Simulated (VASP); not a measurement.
# Li2NbAu6 (P-31m) in VASP: single point with PBE

Aim: the single point of Li2NbAu6 with PBE.

All numbers are computed with VASP 6.6.1; they aren't measurements. Logs are shortened: lines on timing, memory, paths and dates and some standing lists are left out, and cuts for length are marked.

## 1. The cell of the first run

It takes space group P-31m (No. 162, trigonal). Conventional cell: a = 5.401 Å, b = 5.401 Å, c = 7.369 Å, α = 90.00°, β = 90.00°, γ = 120.00°. Within 3.8 Å of Nb (site symmetry -3m) lie 12 Au at 2.87 to 3.25 Å. Within 3.6 Å of Au (site symmetry m) lie 5 Au at 2.73 to 2.92 Å and 2 Li at 2.74 Å and 2 Nb at 2.87 to 3.25 Å. Li (site symmetry 32) has 6 Au at 2.74 Å and 3 Li at 3.12 Å within 3.6 Å.

## 2. Single point, PBE

Input file INCAR:

```
SYSTEM = Li2NbAu6
  PREC = Accurate
  ENCUT = 520
  EDIFF = 1E-7
  ISMEAR = -1
  SIGMA = 0.1
  LREAL = .False.
  LASPH = .True.
  NELM = 100
  ALGO = Normal
  ISIF = 2
  LWAVE = .False.
  LCHARG = .False.
  GGA = PE
  NBANDS = 52
```

Input file KPOINTS:

```
regular mesh
0
Gamma
  6 6 5
  0 0 0
```

Input file POSCAR:

```
Li2NbAu6
1.0
    2.7005704900      4.6775252982      0.0000000000
   -2.7005704900      4.6775252982      0.0000000000
    0.0000000000      0.0000000000      7.3688246993
Nb Au Li
1 6 2
Direct
    0.0000000000      0.0000000000      0.0000000000
    0.4597460120      0.5402539880      0.1955840636
    0.0000000000      0.4597460120      0.1955840636
    0.5402539880      0.0000000000      0.1955840636
    0.0000000000      0.5402539880      0.8044159364
    0.5402539880      0.4597460120      0.8044159364
    0.4597460120      0.0000000000      0.8044159364
    0.3333333333      0.3333333333      0.5000000000
    0.6666666667      0.6666666667      0.5000000000
```

Potentials or basis: VASP PAW PBE potentials, release 64 (Nb_sv, Au, Li_sv).

Command:

```console
$ cat potpaw_PBE.64/Nb_sv/POTCAR potpaw_PBE.64/Au/POTCAR potpaw_PBE.64/Li_sv/POTCAR > POTCAR
$ mpirun -np 1 vasp_std > vasp.out
```

OUTCAR:

```text
SYSTEM = Li2NbAu6
   PREC = Accurate
   ENCUT = 520
   EDIFF = 1E-7
   ISMEAR = -1
   LREAL = .False.
   LASPH = .True.
   NELM = 100
   ISIF = 2
   GGA = PE

 ion  position               nearest neighbor table
   1  0.000  0.000  0.000-   2 2.87   6 2.87   4 2.87   5 2.87   3 2.87   7 2.87   6 3.25   2 3.25
                             5 3.25   3 3.25   4 3.25   7 3.25
   2  0.460  0.540  0.196-   3 2.73   4 2.73   4 2.73   3 2.73   9 2.74   8 2.74   1 2.87   6 2.92
                             1 3.25
   3  0.000  0.460  0.196-   4 2.73   4 2.73   2 2.73   2 2.73   8 2.74   9 2.74   1 2.87   5 2.92
                             1 3.25
   4  0.540  0.000  0.196-   3 2.73   3 2.73   2 2.73   2 2.73   9 2.74   8 2.74   1 2.87   7 2.92
                             1 3.25
   5  0.000  0.540  0.804-   7 2.73   7 2.73   6 2.73   6 2.73   9 2.74   8 2.74   1 2.87   3 2.92
                             1 3.25
   6  0.540  0.460  0.804-   7 2.73   5 2.73   7 2.73   5 2.73   9 2.74   8 2.74   1 2.87   2 2.92
                             1 3.25
   7  0.460  0.000  0.804-   5 2.73   5 2.73   6 2.73   6 2.73   8 2.74   9 2.74   1 2.87   4 2.92
                             1 3.25
   8  0.333  0.333  0.500-   3 2.74   7 2.74   5 2.74   4 2.74   6 2.74   2 2.74
   9  0.667  0.667  0.500-   4 2.74   5 2.74   3 2.74   7 2.74   6 2.74   2 2.74

  LATTYP: Found a hexagonal cell.
 ALAT       =     5.4011409801
 C/A-ratio  =     1.3643088982

  Lattice vectors:

 A1 = (   2.7005704900,  -4.6775252982,   0.0000000000)
 A2 = (   2.7005704900,   4.6775252982,   0.0000000000)
 A3 = (   0.0000000000,   0.0000000000,   7.3688246993)

Analysis of symmetry for initial positions (statically):
=====================================================================
 Subroutine PRICEL returns:
 Original cell was already a primitive cell.

 Routine SETGRP: Setting up the symmetry group for a
 hexagonal supercell.

 Subroutine GETGRP returns: Found 12 space group operations
 (whereof 12 operations were pure point group operations)
 out of a pool of 24 trial point group operations.

The static configuration has the point symmetry D_3d.

Analysis of symmetry for dynamics (positions and initial velocities):
=====================================================================
 Subroutine PRICEL returns:
 Original cell was already a primitive cell.

 Routine SETGRP: Setting up the symmetry group for a
 hexagonal supercell.

 Subroutine GETGRP returns: Found 12 space group operations
 (whereof 12 operations were pure point group operations)
 out of a pool of 24 trial point group operations.

The dynamic configuration has the point symmetry D_3d.

 Subroutine INISYM returns: Found 12 space group operations
 (whereof 12 operations are pure point group operations),
 and found     1 'primitive' translations

----------------------------------------------------------------------------------------

                                     Primitive cell

  volume of cell :     186.1658

  direct lattice vectors                    reciprocal lattice vectors
     2.700570490  4.677525298  0.000000000     0.185146065  0.106894131  0.000000000
    -2.700570490  4.677525298  0.000000000    -0.185146065  0.106894131  0.000000000
     0.000000000  0.000000000  7.368824699     0.000000000  0.000000000  0.135706852

  length of vectors
     5.401140980  5.401140980  7.368824699     0.213788261  0.213788261  0.135706852

  position of ions in fractional coordinates (direct lattice)
     0.000000000  0.000000000  0.000000000
     0.459746012  0.540253988  0.195584064
     0.000000000  0.459746012  0.195584064
     0.540253988  0.000000000  0.195584064
     0.000000000  0.540253988  0.804415936
     0.540253988  0.459746012  0.804415936
     0.459746012  0.000000000  0.804415936
     0.333333333  0.333333333  0.500000000
     0.666666667  0.666666667  0.500000000

  ion indices of the primitive-cell ions
   primitive index   ion index
                 1           1
                 2           2
                 3           3
                 4           4
                 5           5
                 6           6
                 7           7
                 8           8
                 9           9

----------------------------------------------------------------------------------------

 KPOINTS: regular mesh

Automatic generation of k-mesh.
 Grid dimensions read from file:
 generate k-points for:    6    6    5

 Generating k-lattice:

  Cartesian coordinates                     Fractional coordinates (reciprocal lattice)
     0.030857678  0.017815688  0.000000000     0.166666667  0.000000000  0.000000000
    -0.030857678  0.017815688  0.000000000     0.000000000  0.166666667  0.000000000
     0.000000000  0.000000000  0.027141370     0.000000000  0.000000000  0.200000000

  Length of vectors
     0.035631377  0.035631377  0.027141370

  Shift w.r.t. Gamma in fractional coordinates (k-lattice)
     0.000000000  0.000000000  0.000000000

 Subroutine IBZKPT returns following result:
 ===========================================

 Found     27 irreducible k-points:

 Following reciprocal coordinates:
            Coordinates               Weight
  0.000000  0.000000  0.000000      1.000000
  0.166667  0.000000  0.000000      6.000000
  0.333333 -0.000000  0.000000      6.000000
  0.500000  0.000000  0.000000      3.000000
  0.333333  0.166667  0.000000      6.000000
  0.500000  0.166667  0.000000     12.000000
[... 16 lines left out ...]
  0.166667  0.333333  0.400000      6.000000
  0.500000  0.166667  0.400000     12.000000
 [... further k-points ...]
   k-points           NKPTS =     27   k-points in BZ     NKDIM =     27   number of bands    NBANDS=     52
   number of dos      NEDOS =    301   number of ions     NIONS =      9
   total plane-waves  NPLWV =  89600
   dimension x,y,z NGX =    40 NGY =   40 NGZ =   56
   dimension x,y,z NGXF=    80 NGYF=   80 NGZF=  112
   ions per type =               1   6   2
   NGX,Y,Z   is equivalent  to a cutoff of  12.31, 12.31, 12.63 a.u.
   NGXF,Y,Z  is equivalent  to a cutoff of  24.62, 24.62, 25.27 a.u.
 SYSTEM =  Li2NbAu6
   PREC   = accura    normal or accurate (medium, high low for compatibility)
   ISTART =      0    job   : 0-new  1-cont  2-samecut
   ICHARG =      2    charge: 1-file 2-atom 10-const
   ISPIN  =      1    spin polarized calculation?
   LNONCOLLINEAR =      F non collinear calculations
   LSORBIT =      F    spin-orbit coupling
   LASPH  =      T    aspherical Exc in radial PAW
   ENCUT  =  520.0 eV  38.22 Ry    6.18 a.u.  10.04 10.04 13.70*2*pi/ulx,y,z
   NELM   =    100;   NELMIN=  2; NELMDL= -5     # of ELM steps
   EDIFF  = 0.1E-06   stopping-criterion for ELM
   LREAL  =      F    real-space projection
   EDIFFG = 0.1E-05   stopping-criterion for IOM
   NSW    =      0    number of steps for IOM
   IBRION =     -1    ionic relax: 0-MD 1-quasi-New 2-CG
   NFREE  =      0    steps in history (QN), initial steepest desc. (CG)
   ISIF   =      2    stress and relaxation
   ISYM   =      2    0-nonsym 1-usesym 2-fastsym
   POTIM  = 0.5000    time-step for ionic-motion
   TEBEG  =    0.0;   TEEND  =   0.0 temperature during run
   PSTRESS=    0.0 pullay stress
   NELECT =      85.0000    total number of electrons
   NUPDOWN=      -1.0000    fix difference up-down
   EMIN   =  10.00;   EMAX   =-10.00  energy-range for DOS
   EFERMI =   0.00;   METHOD = LEGACY
   ISMEAR =    -1;   SIGMA  =   0.10  broadening in eV -4-tet -1-fermi 0-gaus
   EFERMI_NEDOS =   21; number of points for ismear=-14 and -15
   IALGO  =     38    algorithm
   IMIX   =      4    mixing-type and parameters
     AMIX     =   0.40;   BMIX     =  1.00
     AMIX_MAG =   1.60;   BMIX_MAG =  1.00
  volume/ion in A,a.u.               =      20.69       139.59
  Fermi-wavevector in a.u.,A,eV,Ry     =   1.260611  2.382210 21.621572  1.589141
  Thomas-Fermi vector in A             =   2.394112
   LORBIT       =      0    0 simple, 1 ext, 2 COOP (PROOUT), +10 PAW based schemes
   GGA     = PE    functional components
   LHFCALC =     F    Hartree Fock is set to
   AEXX    =    0.0000 exact exchange contribution
   IVDW    =     0    specifies the selected vdW correction
   LEPSILON=     F    determine dielectric tensor
   LRPA    =     F    only Hartree local field effects (RPA)
 non-spin polarized calculation
  energy-cutoff  :      520.00
  volume of cell :      186.17
 maximum number of plane-waves:      5037
   NGX = 21   NGY = 21   NGZ = 27

 number of electron      84.9999979 magnetization

 Free energy of the ion-electron system (eV)
  ---------------------------------------------------
  ext. energy  EPLUGINS =         0.00000000
  ---------------------------------------------------
  free energy    TOTEN  =       -33.67759757 eV

  energy without entropy =      -33.48857663  energy(sigma->0) =      -33.58308710

 E-fermi :   5.9465     XC(G=0): -10.3229

 val. band max:        5.9450737531   @ k =   0.0000   0.0000   0.0000
 cond. band min:       5.9482814689   @ k =   0.3333   0.5000   0.2000
 fundamental gap:      0.0032077157
 Fermi energy:         5.9464987615

 k-point     1 :       0.0000    0.0000    0.0000
  band No.  band energies     occupation
      1     -50.2016      2.00000
      2     -40.3295      2.00000
      3     -40.3222      2.00000
      4     -26.2461      2.00000
      5     -26.2461      2.00000
      6     -26.0737      2.00000
[... 44 lines left out ...]
     51      10.4068      0.00000
     52      10.4068      0.00000

 k-point     2 :       0.1667    0.0000    0.0000
  band No.  band energies     occupation
      1     -50.2016      2.00000
      2     -40.3291      2.00000
      3     -40.3227      2.00000
      4     -26.2466      2.00000
      5     -26.2463      2.00000
      6     -26.0733      2.00000
[... 44 lines left out ...]
     51      10.1037      0.00000
     52      10.4667      0.00000
[... 1153 lines left out ...]
     51       9.7282      0.00000
     52      10.1515      0.00000

 k-point    24 :       0.5000    0.1667    0.4000
  band No.  band energies     occupation
      1     -50.2015      2.00000
      2     -40.3271      2.00000
      3     -40.3247      2.00000
      4     -26.2479      2.00000
      5     -26.2470      2.00000
      6     -26.0723      2.00000
[... 44 lines left out ...]
     51       9.8450      0.00000
     52      10.6706      0.00000

 [... further k-points ...]
[... 5 lines left out ...]
  --------------------------------------------------------------------------------------
  -------------------------------------------------------------------------------------
  Total       -0.2709602     -0.2709602     -0.1697840      0.0000000      0.0000000      0.0000000
  in kB       -2.3319335     -2.3319335     -1.4611927      0.0000000      0.0000000      0.0000000
  external PRESSURE =      -2.0416866 kB  Pullay stress =       0.0000000 kB

 VOLUME and BASIS-vectors are now :
 -----------------------------------------------------------------------------
  energy-cutoff  :      520.00
  volume of cell :      186.17
      direct lattice vectors                 reciprocal lattice vectors
     2.700570490  4.677525298  0.000000000     0.185146065  0.106894131  0.000000000
    -2.700570490  4.677525298  0.000000000    -0.185146065  0.106894131  0.000000000
     0.000000000  0.000000000  7.368824699     0.000000000  0.000000000  0.135706852

 POSITION                                       TOTAL-FORCE (eV/Angst)
 -----------------------------------------------------------------------------------
      0.00000      0.00000      0.00000        -0.000000      0.000000      0.000000
     -0.21742      4.67753      1.44122         0.000317      0.000000     -0.002704
     -1.24158      2.15047      1.44122        -0.000158      0.000274     -0.002704
      1.45899      2.52705      1.44122        -0.000158     -0.000274     -0.002704
     -1.45899      2.52705      5.92760         0.000158     -0.000274      0.002704
      0.21742      4.67753      5.92760        -0.000317      0.000000      0.002704
      1.24158      2.15047      5.92760         0.000158      0.000274      0.002704
      0.00000      3.11835      3.68441        -0.000000      0.000000      0.000000
      0.00000      6.23670      3.68441        -0.000000      0.000000      0.000000
 -----------------------------------------------------------------------------------
    total drift:                                0.000000      0.000000      0.000000

  FREE ENERGIE OF THE ION-ELECTRON SYSTEM (eV)
  ---------------------------------------------------
  free  energy   TOTEN  =       -33.6775975701 eV

  energy  without entropy=      -33.4885766254  energy(sigma->0) =      -33.58308710
```

Wall time 6 min (1 thread of Intel Xeon Platinum 8488C (Sapphire Rapids), shared host); peak memory 0.42 GiB.

What came out:

```
Free energy            : -33.6776 eV
Band gap on the k mesh : zero (an odd number of electrons rules out a gap without spin polarisation)
```

Forces in eV/Å, atoms in the order of the input:
```
Nb   0.000  0.000  0.000
Au   0.000  0.000 -0.003
Au   0.000  0.000 -0.003
Au   0.000  0.000 -0.003
Au   0.000  0.000  0.003
Au   0.000  0.000  0.003
Au   0.000  0.000  0.003
Li   0.000  0.000  0.000
Li   0.000  0.000  0.000
```

Caveat: the cutoff is under 1.25 times the usual one of these potentials, so pressure, stress and relaxed cells hold a basis-set (Pulay) error; spin-orbit coupling is left out, which moves the levels of the heavy elements.
